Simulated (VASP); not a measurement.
Cr: single point with PBE

Cr:

```
Cr
1.0
     2.96890    0.00000    0.00000
     0.00000    2.96890    0.00000
     0.00000    0.00000    2.96890
Cr
2
Direct
  0.00000 0.00000 0.00000
  0.50000 0.50000 0.50000
```

```
Program             : VASP 6.6.1
Task                : single point
Functional          : PBE
Potentials or basis : VASP PAW PBE potentials, release 64 (Cr_pv)
Cutoff              : 520 eV
k mesh              : 11 × 11 × 11
Occupations         : fermi-dirac, width 0.05 eV
Spin                : no spin polarisation
```

```yaml
Pressure: -25.0 GPa
Band_gap_on_the_k_mesh: zero (bands 12 and 13 overlap by 0.80 eV)
```

Levels at points of the mesh, in eV from the Fermi level:
```tsv
k point	band 10	band 11	band 12	band 13	band 14	band 15
(0.00, 0.00, 0.00)	-0.76	-0.76	-0.76	0.99	0.99	2.05
```

Wall time 23 s on 1 thread of Intel(R) Xeon(R) Platinum 8259CL CPU @ 2.50GHz (Skylake/Cascade Lake), with other jobs on the host, peak memory 0.15 GiB.

Caveat: the cell stands under tension; the run has no spin polarisation, though such a crystal can be magnetic. Spin polarisation is off, so any magnetic state and its effect on volume and gap are missing.
